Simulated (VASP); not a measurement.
# CoSi2 (Fm-3m) in VASP: further runs

CoSi2 is run at these levels: PBE; tasks: single point.

Everything below comes from runs of VASP 6.6.1. Logs are shortened: lines on timing, memory, paths and dates and some standing lists are left out, and cuts for length are marked.

## Step 1: The cell of the first run

The structure is cubic, space group Fm-3m (No. 225). Conventional cell: a = 5.500 Å, b = 5.500 Å, c = 5.500 Å, α = 90.00°, β = 90.00°, γ = 90.00°. Co (site symmetry m-3m) has 8 Si at 2.38 Å within 3.1 Å. Si (site symmetry -43m) has 4 Co at 2.38 Å and 6 Si at 2.75 Å within 3.1 Å.

## Step 2: Single point, PBE, collinear spin, ferromagnetic start

INCAR reads:

```
SYSTEM = CoSi2
PREC     = Accurate       ! precision mode
ENCUT    = 520            ! plane-wave cutoff, eV
EDIFF    = 1E-6           ! SCF threshold, eV
ISMEAR   = 0              ! smearing method
SIGMA    = 0.15           ! smearing width, eV
LREAL    = .FALSE.        ! projectors in reciprocal space
LASPH    = .TRUE.         ! aspherical terms in the spheres
NELM     = 150            ! most SCF steps
ALGO     = Normal         ! electronic algorithm
ISIF     = 2              ! what is computed and relaxed
LWAVE    = .FALSE.        ! write WAVECAR
LCHARG   = .FALSE.        ! write CHGCAR
ISPIN    = 2              ! spin polarisation
MAGMOM   = 1.375 0 0      ! initial moments
LORBIT   = 11             ! projections on sites
NUPDOWN  = 1.375          ! fixed moment
LMAXMIX  = 4              ! l up to which the mixer works
GGA      = PE             ! functional
NBANDS   = 20             ! bands
```

KPOINTS reads:

```
Automatic mesh
0
G
  14 14 14
  0 0 0
```

POSCAR reads:

```
CoSi2
1.0
    0.0000000000      2.7498291905      2.7498291905
    2.7498291905      0.0000000000      2.7498291905
    2.7498291905      2.7498291905      0.0000000000
Co Si
1 2
Direct
    0.0000000000      0.0000000000      0.0000000000
    0.2500000000      0.2500000000      0.2500000000
    0.7500000000      0.7500000000      0.7500000000
```

Potentials or basis: VASP PAW PBE potentials, release 64 (Co, Si).

The run is started by

```
$ cat potpaw_PBE.64/Co/POTCAR potpaw_PBE.64/Si/POTCAR > POTCAR
$ mpirun -np 1 vasp_std > vasp.out
```

OUTCAR:

```text
SYSTEM = CoSi2
   PREC = Accurate
   ENCUT = 520
   EDIFF = 1E-6
   ISMEAR = 0
   LREAL = .FALSE.
   LASPH = .TRUE.
   NELM = 150
   ISIF = 2
   ISPIN = 2
   LORBIT = 11
   NUPDOWN = 1.375
   GGA = PE

 ion  position               nearest neighbor table
   1  0.000  0.000  0.000-   3 2.38   3 2.38   3 2.38   2 2.38   3 2.38   2 2.38   2 2.38   2 2.38

   2  0.250  0.250  0.250-   1 2.38   1 2.38   1 2.38   1 2.38   3 2.75   3 2.75   3 2.75   3 2.75
                             3 2.75   3 2.75
   3  0.750  0.750  0.750-   1 2.38   1 2.38   1 2.38   1 2.38   2 2.75   2 2.75   2 2.75   2 2.75
                             2 2.75   2 2.75

  LATTYP: Found a face centered cubic cell.
 ALAT       =     5.4996583810

  Lattice vectors:

 A1 = (   0.0000000000,   2.7498291905,   2.7498291905)
 A2 = (   2.7498291905,   0.0000000000,   2.7498291905)
 A3 = (   2.7498291905,   2.7498291905,   0.0000000000)

Analysis of symmetry for initial positions (statically):
=====================================================================
 Subroutine PRICEL returns:
 Original cell was already a primitive cell.

 Routine SETGRP: Setting up the symmetry group for a
 face centered cubic supercell.

 Subroutine GETGRP returns: Found 48 space group operations
 (whereof 48 operations were pure point group operations)
 out of a pool of 48 trial point group operations.

The static configuration has the point symmetry O_h .

Analysis of symmetry for dynamics (positions and initial velocities):
=====================================================================
 Subroutine PRICEL returns:
 Original cell was already a primitive cell.

 Routine SETGRP: Setting up the symmetry group for a
 face centered cubic supercell.

 Subroutine GETGRP returns: Found 48 space group operations
 (whereof 48 operations were pure point group operations)
 out of a pool of 48 trial point group operations.

The dynamic configuration has the point symmetry O_h .

Analysis of structural, dynamic, and magnetic symmetry:
=====================================================================
 Subroutine PRICEL returns:
 Original cell was already a primitive cell.

 Routine SETGRP: Setting up the symmetry group for a
 face centered cubic supercell.

 Subroutine GETGRP returns: Found 48 space group operations
 (whereof 48 operations were pure point group operations)
 out of a pool of 48 trial point group operations.

[... 124 lines left out ...]
  Fermi-wavevector in a.u.,A,eV,Ry     =   1.214998  2.296013 20.085181  1.476219
  Thomas-Fermi vector in A             =   2.350399
   LORBIT       =     11    0 simple, 1 ext, 2 COOP (PROOUT), +10 PAW based schemes
   GGA     = PE    functional components
   LHFCALC =     F    Hartree Fock is set to
   AEXX    =    0.0000 exact exchange contribution
   IVDW    =     0    specifies the selected vdW correction
   LEPSILON=     F    determine dielectric tensor
   LRPA    =     F    only Hartree local field effects (RPA)
 spin polarized calculation
 Gauss-broadening in eV      SIGMA  =   0.15
  energy-cutoff  :      520.00
  volume of cell :       41.59
 maximum number of plane-waves:      1139
 NGX is ok and might be reduce to    30
   NGX = 15   NGY = 15   NGZ = 15

 number of electron      16.9999994 magnetization       1.3749999

 Free energy of the ion-electron system (eV)
  ---------------------------------------------------
  ext. energy  EPLUGINS =         0.00000000
  ---------------------------------------------------
  free energy    TOTEN  =       -18.49340146 eV

  energy without entropy =      -18.46907271  energy(sigma->0) =      -18.48123708

 E-fermi :   8.6319     XC(G=0): -11.3831

 val. band max:       10.4362331169   @ k =  -0.2143   0.0714   0.0000
 cond. band min:       8.6519248840   @ k =  -0.4286   0.2857   0.0714
 fundamental gap:     -1.7843082329
 Fermi energy:        10.4402924960

 spin component 1

 k-point     1 :       0.0000    0.0000    0.0000
  band No.  band energies     occupation
      1      -3.5768      1.00000
      2       5.0087      1.00000
      3       5.0087      1.00000
      4       5.0087      1.00000
      5       6.8905      1.00000
      6       6.8905      1.00000
[... 541 lines left out ...]
     19      23.0132      0.00000
     20      24.8873      0.00000

 [... further k-points ...]

 spin component 2

 k-point     1 :       0.0000    0.0000    0.0000
  band No.  band energies     occupation
      1      -3.3198      1.00000
      2       5.5303      1.00000
      3       5.5303      1.00000
      4       5.5303      1.00000
      5       7.6615      1.00000
      6       7.6615      1.00000
[... 541 lines left out ...]
     19      23.2151      0.00000
     20      25.1882      0.00000

 [... further k-points ...]

------------------------ aborting loop because EDIFF is reached ----------------------------------------

  FORCE on cell =-STRESS in cart. coord.  units (eV):
  Direction    XX          YY          ZZ          XY          YZ          ZX
  --------------------------------------------------------------------------------------
  -------------------------------------------------------------------------------------
  Total       -1.1711127     -1.1711127     -1.1711127      0.0000000     -0.0000000      0.0000000
  in kB      -45.1192745    -45.1192745    -45.1192745      0.0000000     -0.0000000      0.0000000
  external PRESSURE =     -45.1192745 kB  Pullay stress =       0.0000000 kB

 VOLUME and BASIS-vectors are now :
 -----------------------------------------------------------------------------
  energy-cutoff  :      520.00
  volume of cell :       41.59
      direct lattice vectors                 reciprocal lattice vectors
     0.000000000  2.749829190  2.749829190    -0.181829476  0.181829476  0.181829476
     2.749829190  0.000000000  2.749829190     0.181829476 -0.181829476  0.181829476
     2.749829190  2.749829190  0.000000000     0.181829476  0.181829476 -0.181829476

 POSITION                                       TOTAL-FORCE (eV/Angst)
 -----------------------------------------------------------------------------------
      0.00000      0.00000      0.00000         0.000000     -0.000000     -0.000000
      1.37491      1.37491      1.37491        -0.000000     -0.000000     -0.000000
      4.12474      4.12474      4.12474         0.000000      0.000000      0.000000
 -----------------------------------------------------------------------------------
    total drift:                                0.000000     -0.000000     -0.000000

  FREE ENERGIE OF THE ION-ELECTRON SYSTEM (eV)
  ---------------------------------------------------
  free  energy   TOTEN  =       -18.4934014600 eV

  energy  without entropy=      -18.4690727088  energy(sigma->0) =      -18.48123708

 total charge

# of ion       s       p       d       tot
------------------------------------------
    1        0.503   0.630   7.485   8.618
    2        0.752   0.815   0.000   1.567
    3        0.752   0.815   0.000   1.567
--------------------------------------------------
tot          2.007   2.259   7.485  11.751

 magnetization (x)

# of ion       s       p       d       tot
------------------------------------------
    1        0.011   0.113   0.780   0.905
    2        0.038   0.062   0.000   0.101
    3        0.038   0.062   0.000   0.101
--------------------------------------------------
tot          0.088   0.238   0.780   1.106
```

OSZICAR:

```text
N       E                     dE             d eps       ncg     rms          rms(c)
DAV:   1     0.660416118608E+02    0.66042E+02   -0.64832E+03  8352   0.797E+02
DAV:   2    -0.157101717596E+02   -0.81752E+02   -0.72296E+02  8860   0.180E+02
DAV:   3    -0.200646577083E+02   -0.43545E+01   -0.42026E+01 10100   0.442E+01
DAV:   4    -0.201405422452E+02   -0.75885E-01   -0.75709E-01  9712   0.527E+00
DAV:   5    -0.201429123469E+02   -0.23701E-02   -0.23698E-02 10624   0.998E-01    0.149E+01
DAV:   6    -0.265876815344E+02   -0.64448E+01   -0.26382E+01  9352   0.972E+01    0.257E+01
DAV:   7    -0.185431585004E+02    0.80445E+01   -0.13448E+01 10500   0.718E+01    0.319E+00
DAV:   8    -0.185286640240E+02    0.14494E-01   -0.92825E-01 10992   0.861E+00    0.231E+00
DAV:   9    -0.184936064334E+02    0.35058E-01   -0.10754E-01  9860   0.442E+00    0.765E-01
DAV:  10    -0.184933118693E+02    0.29456E-03   -0.29863E-03 10448   0.320E-01    0.320E-01
DAV:  11    -0.184934168255E+02   -0.10496E-03   -0.10155E-03  9852   0.482E-01    0.132E-01
DAV:  12    -0.184933931178E+02    0.23708E-04   -0.32136E-04  9864   0.293E-01    0.276E-02
DAV:  13    -0.184933995390E+02   -0.64212E-05   -0.21929E-05  9696   0.285E-02    0.156E-02
DAV:  14    -0.184934018248E+02   -0.22857E-05   -0.59192E-06  9388   0.201E-02    0.695E-03
DAV:  15    -0.184934014600E+02    0.36476E-06   -0.12960E-06  9088   0.800E-03
   1 F= -.18493401E+02 E0= -.18481237E+02  d E =-.243288E-01  mag=     1.3750
```

stdout:

```text
POSCAR found type information on POSCAR CoSi
 POSCAR found :  2 types and       3 ions
 scaLAPACK will be used
 LDA part: xc-table for (Slater+PW92), standard interpolation
 POSCAR, INCAR and KPOINTS ok, starting setup
 FFT: planning ... GRIDC
 FFT: planning ... GRID_SOFT
 FFT: planning ... GRID
 WAVECAR not read
 entering main loop
```

It took 6.2 min on 1 thread of AMD EPYC 7R13, shared host; peak memory 0.25 GiB.

What came out:

- Free energy: -18.4934 eV
- Pressure: -4.5 GPa
- Net moment: 1.37 μB per cell
- Site moments: Co +0.91; Si +0.10 μB
- Valence electrons inside the program's atomic spheres: Co 8.62; Si 1.57

Caveat: the total moment is fixed, so each spin has its own Fermi level.

## Step 3: Single point, PBE, collinear spin, ferromagnetic start

INCAR reads:

```
SYSTEM = CoSi2
PREC = Accurate
ENCUT = 520
EDIFF = 1E-6
ISMEAR = 0
SIGMA = 0.15
LREAL = .False.
LASPH = .True.
NELM = 150
ALGO = Normal
ISIF = 2
LWAVE = .False.
LCHARG = .True.
ISPIN = 2
MAGMOM = 0.275 0 0
LORBIT = 11
NUPDOWN = 0.275
LMAXMIX = 4
GGA = PE
LELF = .True.
LVHAR = .True.
NBANDS = 20
```

KPOINTS reads:

```
Automatic mesh
0
Gamma
  14 14 14
  0 0 0
```

POSCAR is that of step 2.

Potentials or basis: VASP PAW PBE potentials, release 64 (Co, Si).

The run is started by

```
$ cat potpaw_PBE.64/Co/POTCAR potpaw_PBE.64/Si/POTCAR > POTCAR
$ mpirun -np 1 vasp_std > vasp.out
```

Run time: 5.3 min. Hardware: 1 thread of AMD EPYC 7R13, shared host; peak memory 0.25 GiB.

Results (log left out):

- Free energy: -19.1543 eV
- Pressure: -11.3 GPa
- Net moment: 0.28 μB per cell
- Site moments: Co +0.18; Si +0.02 μB
- Valence electrons inside the program's atomic spheres: Co 8.65; Si 1.55

Caveat: the total moment is fixed, so each spin has its own Fermi level.
